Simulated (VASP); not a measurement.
# Gd (Im-3m) in VASP: notebook

The runs below take Gd through single point, with r2SCAN, PBE, RPBE.

Everything below comes from runs of VASP 6.6.1. Logs are shortened: lines on timing, memory, paths and dates and some standing lists are left out, and cuts for length are marked.

## (1) The cell of the first run

It takes space group Im-3m (No. 229, cubic). Conventional cell: a = 4.103 Å, b = 4.103 Å, c = 4.103 Å, α = 90.00°, β = 90.00°, γ = 90.00°. Gd (site symmetry m-3m) has 14 Gd at 3.55 to 4.10 Å within 4.7 Å.

## (2) Single point, r2SCAN, collinear spin, ferromagnetic start

Input file POSCAR:

```
Gd
1.0
   -2.0516477927      2.0516477927      2.0516477927
    2.0516477927     -2.0516477927      2.0516477927
    2.0516477927      2.0516477927     -2.0516477927
Gd
1
Direct
    0.0000000000      0.0000000000      0.0000000000
```

Input file INCAR.step1:

```
PREC = Accurate
ENCUT = 520
ISMEAR = -1
SIGMA = 0.05
LREAL = F
LASPH = T
NELM = 150
ISPIN = 2
MAGMOM = 7
LMAXMIX = 6
NBANDS = 19
GGA = PE
ALGO = Normal
EDIFF = 1E-4
LWAVE = T
LCHARG = F
```

Input file INCAR.step2:

```
PREC = Accurate
ENCUT = 520
EDIFF = 1E-7
ISMEAR = -1
SIGMA = 0.05
LREAL = F
LASPH = T
NELM = 150
ALGO = Normal
ISIF = 2
LWAVE = F
LCHARG = F
ISPIN = 2
MAGMOM = 7
LORBIT = 11
LMAXMIX = 6
METAGGA = R2SCAN
LMIXTAU = T
NBANDS = 19
ISTART = 1
```

Input file KPOINTS:

```
Automatic mesh
0
Gamma
  9 9 9
```

Potentials or basis: VASP PAW PBE potentials, release 64 (Gd).

Launch:

```sh
$ cat potpaw_PBE.64/Gd/POTCAR > POTCAR
$ cp INCAR.step1 INCAR
$ mpirun -np 1 vasp_std > vasp.out
$ cp INCAR.step2 INCAR
$ mpirun -np 1 vasp_std > vasp.out
```

OUTCAR:

```text
PREC = Accurate
   ENCUT = 520
   EDIFF = 1E-7
   ISMEAR = -1
   LREAL = F
   LASPH = T
   NELM = 150
   ISIF = 2
   ISPIN = 2
   LORBIT = 11
   METAGGA = R2SCAN
   ISTART = 1

 ion  position               nearest neighbor table
   1  0.000  0.000  0.000-

  LATTYP: Found a body centered cubic cell.
 ALAT       =     4.1032955854

  Lattice vectors:

 A1 = (  -2.0516477927,   2.0516477927,   2.0516477927)
 A2 = (   2.0516477927,  -2.0516477927,   2.0516477927)
 A3 = (   2.0516477927,   2.0516477927,  -2.0516477927)

Analysis of symmetry for initial positions (statically):
=====================================================================
 Subroutine PRICEL returns:
 Original cell was already a primitive cell.

 Routine SETGRP: Setting up the symmetry group for a
 body centered cubic supercell.

 Subroutine GETGRP returns: Found 48 space group operations
 (whereof 48 operations were pure point group operations)
 out of a pool of 48 trial point group operations.

The static configuration has the point symmetry O_h .

Analysis of symmetry for dynamics (positions and initial velocities):
=====================================================================
 Subroutine PRICEL returns:
 Original cell was already a primitive cell.

 Routine SETGRP: Setting up the symmetry group for a
 body centered cubic supercell.

 Subroutine GETGRP returns: Found 48 space group operations
 (whereof 48 operations were pure point group operations)
 out of a pool of 48 trial point group operations.

The dynamic configuration has the point symmetry O_h .

Analysis of structural, dynamic, and magnetic symmetry:
=====================================================================
 Subroutine PRICEL returns:
 Original cell was already a primitive cell.

 Routine SETGRP: Setting up the symmetry group for a
 body centered cubic supercell.

 Subroutine GETGRP returns: Found 48 space group operations
 (whereof 48 operations were pure point group operations)
 out of a pool of 48 trial point group operations.

The overall configuration has the point symmetry O_h .

 Subroutine INISYM returns: Found 48 space group operations
 (whereof 48 operations are pure point group operations),
 and found     1 'primitive' translations

----------------------------------------------------------------------------------------

                                     Primitive cell

  volume of cell :      34.5437

  direct lattice vectors                    reciprocal lattice vectors
    -2.051647793  2.051647793  2.051647793     0.000000000  0.243706547  0.243706547
     2.051647793 -2.051647793  2.051647793     0.243706547  0.000000000  0.243706547
     2.051647793  2.051647793 -2.051647793     0.243706547  0.243706547  0.000000000

  length of vectors
     3.553558216  3.553558216  3.553558216     0.344653105  0.344653105  0.344653105

  position of ions in fractional coordinates (direct lattice)
     0.000000000  0.000000000  0.000000000

  ion indices of the primitive-cell ions
   primitive index   ion index
                 1           1

----------------------------------------------------------------------------------------

 KPOINTS: Automatic mesh

Automatic generation of k-mesh.
 Grid dimensions read from file:
 generate k-points for:    9    9    9

 Generating k-lattice:

  Cartesian coordinates                     Fractional coordinates (reciprocal lattice)
     0.000000000  0.027078505  0.027078505     0.111111111  0.000000000  0.000000000
     0.027078505  0.000000000  0.027078505     0.000000000  0.111111111  0.000000000
     0.027078505  0.027078505  0.000000000     0.000000000  0.000000000  0.111111111

  Length of vectors
     0.038294789  0.038294789  0.038294789

  Shift w.r.t. Gamma in fractional coordinates (k-lattice)
     0.000000000  0.000000000  0.000000000

 Subroutine IBZKPT returns following result:
 ===========================================

 Found     35 irreducible k-points:

 Following reciprocal coordinates:
            Coordinates               Weight
  0.000000  0.000000  0.000000      1.000000
  0.111111  0.000000  0.000000     12.000000
  0.222222  0.000000  0.000000     12.000000
  0.333333  0.000000  0.000000     12.000000
  0.444444  0.000000  0.000000     12.000000
  0.111111  0.111111  0.000000     24.000000
[... 16 lines left out ...]
 -0.333333  0.444444  0.111111     48.000000
 -0.444444 -0.444444  0.111111     24.000000
 [... further k-points ...]
   k-points           NKPTS =     35   k-points in BZ     NKDIM =     35   number of bands    NBANDS=     19
   number of dos      NEDOS =    301   number of ions     NIONS =      1
   total plane-waves  NPLWV =  21952
   dimension x,y,z NGX =    28 NGY =   28 NGZ =   28
   dimension x,y,z NGXF=    56 NGYF=   56 NGZF=   56
   ions per type =               1
   NGX,Y,Z   is equivalent  to a cutoff of  13.10, 13.10, 13.10 a.u.
   NGXF,Y,Z  is equivalent  to a cutoff of  26.20, 26.20, 26.20 a.u.
 SYSTEM =  unknown system
   PREC   = accura    normal or accurate (medium, high low for compatibility)
   ISTART =      1    job   : 0-new  1-cont  2-samecut
   ICHARG =      0    charge: 1-file 2-atom 10-const
   ISPIN  =      2    spin polarized calculation?
   LNONCOLLINEAR =      F non collinear calculations
   LSORBIT =      F    spin-orbit coupling
   LASPH  =      T    aspherical Exc in radial PAW
   ENCUT  =  520.0 eV  38.22 Ry    6.18 a.u.   6.61  6.61  6.61*2*pi/ulx,y,z
   NELM   =    150;   NELMIN=  2; NELMDL=  0     # of ELM steps
   EDIFF  = 0.1E-06   stopping-criterion for ELM
   LREAL  =      F    real-space projection
   EDIFFG = 0.1E-05   stopping-criterion for IOM
   NSW    =      0    number of steps for IOM
   IBRION =     -1    ionic relax: 0-MD 1-quasi-New 2-CG
   NFREE  =      0    steps in history (QN), initial steepest desc. (CG)
   ISIF   =      2    stress and relaxation
   ISYM   =      2    0-nonsym 1-usesym 2-fastsym
   POTIM  = 0.5000    time-step for ionic-motion
   TEBEG  =    0.0;   TEEND  =   0.0 temperature during run
   PSTRESS=    0.0 pullay stress
   NELECT =      18.0000    total number of electrons
   NUPDOWN=      -1.0000    fix difference up-down
   EMIN   =  10.00;   EMAX   =-10.00  energy-range for DOS
   EFERMI =   0.00;   METHOD = LEGACY
   ISMEAR =    -1;   SIGMA  =   0.05  broadening in eV -4-tet -1-fermi 0-gaus
   EFERMI_NEDOS =   21; number of points for ismear=-14 and -15
   IALGO  =     38    algorithm
   IMIX   =      4    mixing-type and parameters
     AMIX     =   0.40;   BMIX     =  1.00
     AMIX_MAG =   1.60;   BMIX_MAG =  1.00
  volume/ion in A,a.u.               =      34.54       233.11
  Fermi-wavevector in a.u.,A,eV,Ry     =   1.317375  2.489478 23.612609  1.735478
  Thomas-Fermi vector in A             =   2.447421
   LORBIT       =     11    0 simple, 1 ext, 2 COOP (PROOUT), +10 PAW based schemes
   METAGGA = R2SCAN    functional components
   LHFCALC =     F    Hartree Fock is set to
   AEXX    =    0.0000 exact exchange contribution
   IVDW    =     0    specifies the selected vdW correction
   LEPSILON=     F    determine dielectric tensor
   LRPA    =     F    only Hartree local field effects (RPA)
 spin polarized calculation
  energy-cutoff  :      520.00
  volume of cell :       34.54
 maximum number of plane-waves:       959
   NGX = 13   NGY = 13   NGZ = 13

 number of electron      18.0000003 magnetization       8.0500531

 Free energy of the ion-electron system (eV)
  ---------------------------------------------------
  ext. energy  EPLUGINS =         0.00000000
  ---------------------------------------------------
  free energy    TOTEN  =       -40.95283905 eV

  energy without entropy =      -40.93621561  energy(sigma->0) =      -40.94452733

 E-fermi :   2.7315     XC(G=0): -10.4462

 val. band max:        2.7275945964   @ k =  -0.3333   0.3333   0.1111
 cond. band min:       2.7359380179   @ k =   0.3333   0.0000   0.0000
 fundamental gap:      0.0083434215
 Fermi energy:         2.7314708776

 spin component 1

 k-point     1 :       0.0000    0.0000    0.0000
  band No.  band energies     occupation
      1     -44.5535      1.00000
      2     -20.9083      1.00000
      3     -20.9083      1.00000
      4     -20.9082      1.00000
      5      -3.1083      1.00000
      6      -3.1083      1.00000
[... 11 lines left out ...]
     18      13.2159      0.00000
     19      13.2159      0.00000

 k-point     2 :       0.1111    0.0000    0.0000
  band No.  band energies     occupation
      1     -44.5467      1.00000
      2     -20.9849      1.00000
      3     -20.9319      1.00000
      4     -20.9086      1.00000
      5      -3.1045      1.00000
      6      -3.1006      1.00000
[... 11 lines left out ...]
     18      13.5112      0.00000
     19      13.8493      0.00000

 k-point     3 :       0.2222    0.0000    0.0000
  band No.  band energies     occupation
      1     -44.5295      1.00000
      2     -21.1733      1.00000
      3     -20.9910      1.00000
      4     -20.9094      1.00000
      5      -3.0972      1.00000
      6      -3.0797      1.00000
[... 11 lines left out ...]
     18      13.5176      0.00000
     19      14.5402      0.00000

 k-point     4 :       0.3333    0.0000    0.0000
  band No.  band energies     occupation
      1     -44.5098      1.00000
      2     -21.3788      1.00000
      3     -21.0573      1.00000
      4     -20.9104      1.00000
      5      -3.0941      1.00000
      6      -3.0623      1.00000
[... 407 lines left out ...]
     18      10.9964      0.00000
     19      12.4477      0.00000

 k-point    23 :      -0.3333    0.4444    0.1111
  band No.  band energies     occupation
      1     -44.4907      1.00000
      2     -21.4154      1.00000
      3     -21.1676      1.00000
      4     -21.0057      1.00000
      5      -3.0797      1.00000
      6      -3.0769      1.00000
[... 11 lines left out ...]
     18      11.3133      0.00000
     19      13.6183      0.00000

 k-point    24 :      -0.4444   -0.4444    0.1111
  band No.  band energies     occupation
      1     -44.4847      1.00000
      2     -21.4617      1.00000
      3     -21.1995      1.00000
      4     -21.0052      1.00000
      5      -3.0877      1.00000
      6      -3.0784      1.00000
[... 11 lines left out ...]
     18      10.2285      0.00000
     19      12.6531      0.00000

 [... further k-points ...]

 spin component 2

 k-point     1 :       0.0000    0.0000    0.0000
  band No.  band energies     occupation
      1     -40.5942      1.00000
      2     -18.0183      1.00000
      3     -18.0183      1.00000
      4     -18.0183      1.00000
      5      -1.1917      1.00000
      6       4.0229      0.00000
[... 11 lines left out ...]
     18      14.7686      0.00000
     19      14.7686      0.00000

 k-point     2 :       0.1111    0.0000    0.0000
  band No.  band energies     occupation
      1     -40.5854      1.00000
      2     -18.1119      1.00000
      3     -18.0460      1.00000
      4     -18.0194      1.00000
      5      -0.8327      1.00000
      6       3.9842      0.00000
[... 11 lines left out ...]
     18      15.0702      0.00000
     19      15.3881      0.00000

 k-point     3 :       0.2222    0.0000    0.0000
  band No.  band energies     occupation
      1     -40.5633      1.00000
      2     -18.3409      1.00000
      3     -18.1155      1.00000
      4     -18.0224      1.00000
      5       0.1049      1.00000
      6       3.8585      0.00000
[... 11 lines left out ...]
     18      15.0998      0.00000
     19      16.3423      0.00000

 k-point     4 :       0.3333    0.0000    0.0000
  band No.  band energies     occupation
      1     -40.5380      1.00000
      2     -18.5882      1.00000
      3     -18.1930      1.00000
      4     -18.0257      1.00000
      5       1.1255      1.00000
      6       3.7944      0.00000
[... 407 lines left out ...]
     18      12.9777      0.00000
     19      14.0173      0.00000

 k-point    23 :      -0.3333    0.4444    0.1111
  band No.  band energies     occupation
      1     -40.5139      1.00000
      2     -18.6295      1.00000
      3     -18.3263      1.00000
      4     -18.1366      1.00000
      5       2.1557      0.99999
      6       3.3366      0.00001
[... 11 lines left out ...]
     18      13.1924      0.00000
     19      15.4362      0.00000

 k-point    24 :      -0.4444   -0.4444    0.1111
  band No.  band energies     occupation
      1     -40.5062      1.00000
      2     -18.6838      1.00000
      3     -18.3640      1.00000
      4     -18.1363      1.00000
      5       2.3106      0.99978
      6       3.5737      0.00000
[... 11 lines left out ...]
     18      12.2746      0.00000
     19      14.5263      0.00000

 [... further k-points ...]
[... 5 lines left out ...]
  --------------------------------------------------------------------------------------
  -------------------------------------------------------------------------------------
  Total       -0.1612268     -0.1612268     -0.1612268     -0.0000000     -0.0000000     -0.0000000
  in kB       -7.4778953     -7.4778953     -7.4778953     -0.0000000     -0.0000000     -0.0000000
  external PRESSURE =      -7.4778953 kB  Pullay stress =       0.0000000 kB

 VOLUME and BASIS-vectors are now :
 -----------------------------------------------------------------------------
  energy-cutoff  :      520.00
  volume of cell :       34.54
      direct lattice vectors                 reciprocal lattice vectors
    -2.051647793  2.051647793  2.051647793     0.000000000  0.243706547  0.243706547
     2.051647793 -2.051647793  2.051647793     0.243706547  0.000000000  0.243706547
     2.051647793  2.051647793 -2.051647793     0.243706547  0.243706547  0.000000000

 POSITION                                       TOTAL-FORCE (eV/Angst)
 -----------------------------------------------------------------------------------
      0.00000      0.00000      0.00000         0.000000      0.000000      0.000000
 -----------------------------------------------------------------------------------
    total drift:                               -0.000000      0.000000      0.000000

  FREE ENERGIE OF THE ION-ELECTRON SYSTEM (eV)
  ---------------------------------------------------
  free  energy   TOTEN  =       -40.9528390543 eV

  energy  without entropy=      -40.9362156122  energy(sigma->0) =      -40.94452733

 total charge

# of ion       s       p       d       f       tot
--------------------------------------------------
    1        2.071   5.603   0.576   6.927  15.177

 magnetization (x)

# of ion       s       p       d       f       tot
--------------------------------------------------
    1        0.000  -0.092   0.305   6.902   7.115
```

Wall time 6.8 min (1 thread of AMD EPYC 7R13, shared host); peak memory 0.19 GiB.

What came out:

```
Free energy                                           : -40.9528 eV
Pressure                                              : -0.7 GPa
Net moment                                            : 8.05 μB per cell
Site moments                                          : Gd +7.12 μB
Valence electrons inside the program's atomic spheres : Gd 15.18
```

Caveat: the PAW data sets were made with another functional, which shifts forces and pressure a little; spin-orbit coupling is left out, which moves the levels of the heavy elements. The state reached can hang on the start; a lower one may exist.

## (3) Single point, r2SCAN, collinear spin, ferromagnetic start

This run uses another cell than the first one, of 35.21 Å³/atom, 1.019 times its volume.

Input file POSCAR:

```
Gd
1.0
   -2.0647159654      2.0647159654      2.0647159654
    2.0647159654     -2.0647159654      2.0647159654
    2.0647159654      2.0647159654     -2.0647159654
Gd
1
Direct
    0.0000000000      0.0000000000      0.0000000000
```

Input file INCAR.step1:

```
SYSTEM = Gd
PREC = Accurate
ENCUT = 520
ISMEAR = -1
SIGMA = 0.05
LREAL = .FALSE.
LASPH = .TRUE.
NELM = 150
ISPIN = 2
MAGMOM = 7
LMAXMIX = 6
NBANDS = 19
GGA = PE
ALGO = Normal
EDIFF = 1E-4
LWAVE = .TRUE.
LCHARG = .FALSE.
```

Input file INCAR.step2:

```
SYSTEM = Gd
PREC = Accurate
ENCUT = 520
EDIFF = 1E-7
ISMEAR = -1
SIGMA = 0.05
LREAL = .FALSE.
LASPH = .TRUE.
NELM = 150
ALGO = Normal
ISIF = 2
LWAVE = .FALSE.
LCHARG = .FALSE.
ISPIN = 2
MAGMOM = 7
LORBIT = 11
LMAXMIX = 6
METAGGA = R2SCAN
LMIXTAU = .TRUE.
NBANDS = 19
ISTART = 1
```

Input file KPOINTS:

```
regular mesh
0
G
  9 9 9
  0 0 0
```

Potentials or basis: VASP PAW PBE potentials, release 64 (Gd).

Launch:

```sh
$ cat potpaw_PBE.64/Gd/POTCAR > POTCAR
$ cp INCAR.step1 INCAR
$ mpirun -np 1 vasp_std > vasp.out
$ cp INCAR.step2 INCAR
$ mpirun -np 1 vasp_std > vasp.out
```

Wall time 7 min (1 thread of AMD EPYC 7R13, shared host); peak memory 0.18 GiB.

The run converged. Its results:

* Free energy: -40.9491 eV
* Pressure: -1.2 GPa
* Net moment: 8.09 μB per cell
* Site moments: Gd +7.12 μB
* Valence electrons inside the program's atomic spheres: Gd 15.17

Levels at points of the mesh, in eV from the Fermi level:
Spin up:
```csv
k point,band 11,band 12,band 13,band 14,band 15,band 16
"(0.00, 0.00, 0.00)",-5.75,-5.51,1.30,1.30,1.30,3.44
```
Spin down:
| k point | band 2 | band 3 | band 4 | band 5 | band 6 | band 7 | band 8 | band 9 |
| --- | --- | --- | --- | --- | --- | --- | --- | --- |
| (0.00, 0.00, 0.00) | -20.80 | -20.80 | -20.80 | -3.87 | 1.26 | 1.26 | 1.26 | 1.56 |

Caveat: the PAW data sets were made with another functional, which shifts forces and pressure a little; spin-orbit coupling is left out, which moves the levels of the heavy elements.

## (4) Single point, PBE, collinear spin, ferromagnetic start

This run uses another cell than the first one, of 33.22 Å³/atom, 0.962 times its volume.

Input file INCAR:

```
SYSTEM = Gd
ALGO = Normal ; EDIFF = 1E-6
ENCUT = 520 ; GGA = PE
ISIF = 2 ; ISMEAR = 0
ISPIN = 2 ; LASPH = .True.
LCHARG = .False. ; LMAXMIX = 6
LORBIT = 11 ; LREAL = .False.
LWAVE = .False. ; MAGMOM = 7
NBANDS = 19 ; NELM = 150
PREC = Accurate ; SIGMA = 0.1
```

Input file KPOINTS:

```
k-points
0
Gamma
  9 9 9
  0 0 0
```

Input file POSCAR:

```
Gd
1.0
   -2.0250000000      2.0250000000      2.0250000000
    2.0250000000     -2.0250000000      2.0250000000
    2.0250000000      2.0250000000     -2.0250000000
Gd
1
Direct
    0.0000000000      0.0000000000      0.0000000000
```

Launch:

```sh
$ cat potpaw_PBE.64/Gd/POTCAR > POTCAR
$ mpirun -np 1 vasp_std > vasp.out
```

Run time: 2 min. Hardware: 1 thread of Intel Xeon Platinum 8488C (Sapphire Rapids), shared host; peak memory 0.2 GiB.

It converged, with:

* Free energy: -11.6201 eV
* Pressure: 0.0 GPa
* Net moment: 7.60 μB per cell
* Site moments: Gd +6.99 μB
* Valence electrons inside the program's atomic spheres: Gd 15.20

Levels at points of the mesh, in eV from the Fermi level:
Spin up:
| k point | band 11 | band 12 | band 13 | band 14 | band 15 | band 16 |
| --- | --- | --- | --- | --- | --- | --- |
| (0.00, 0.00, 0.00) | -4.83 | -4.80 | 1.28 | 1.28 | 1.28 | 3.51 |
Spin down:
```csv
k point,band 3,band 4,band 5,band 6,band 7,band 8
"(0.00, 0.00, 0.00)",-19.96,-19.96,-4.22,0.34,0.34,0.34
```

Caveat: spin-orbit coupling is left out, which moves the levels of the heavy elements. The state reached can hang on the start; a lower one may exist.

[end of part 1 of 2]
